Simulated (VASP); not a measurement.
GaO3, 4 atoms in the cell. The structure is trigonal, space group P-3m1 (No. 164). The conventional cell has a = 3.307 Å, b = 3.307 Å, c = 5.512 Å, α = 90.00°, β = 90.00°, γ = 120.00°. Within 2.8 Å of Ga (site symmetry -3m) lie 8 O at 2.03 to 2.76 Å. O (site symmetry 3m) has 3 Ga at 2.03 Å and 6 O at 2.37 to 2.81 Å within 2.9 Å. Within 3.6 Å of O (site symmetry -3m) lie 2 Ga at 2.76 Å and 12 O at 2.81 to 3.31 Å. The cell was built from a structure type or drawn by symmetry, and may not be a known phase.

```yaml
Program: VASP 6.6.1
Task: single point
Functional: PBE
Potentials_or_basis: VASP PAW PBE potentials, release 64 (Ga_d, O)
Cutoff: 520 eV
k_mesh: 6 × 6 × 4
Occupations: gaussian, width 0.1 eV
Spin: collinear spin, ferromagnetic start
Starting_moments: "[0.0, 1.0, 1.0, 1.0] μB"
Dipole_correction: no
Further_INCAR_settings: ALGO = Normal; EDIFF = 1e-07; NBANDS = 28
```

Potentials or basis: VASP PAW PBE potentials, release 64 (Ga_d, O).

Launch:

```bash
$ cat potpaw_PBE.64/Ga_d/POTCAR potpaw_PBE.64/O/POTCAR > POTCAR
$ mpirun -np 1 vasp_std > vasp.out
```

Hardware: 1 thread of Intel Xeon 8259CL, on a shared host.

**Question.** How long does it take, and how much memory?

**Answer.** It took 2.8 min on 1 thread of Intel Xeon 8259CL (shared host), peak memory 0.23 GiB. Counts: scf iterations 17, k points 24.
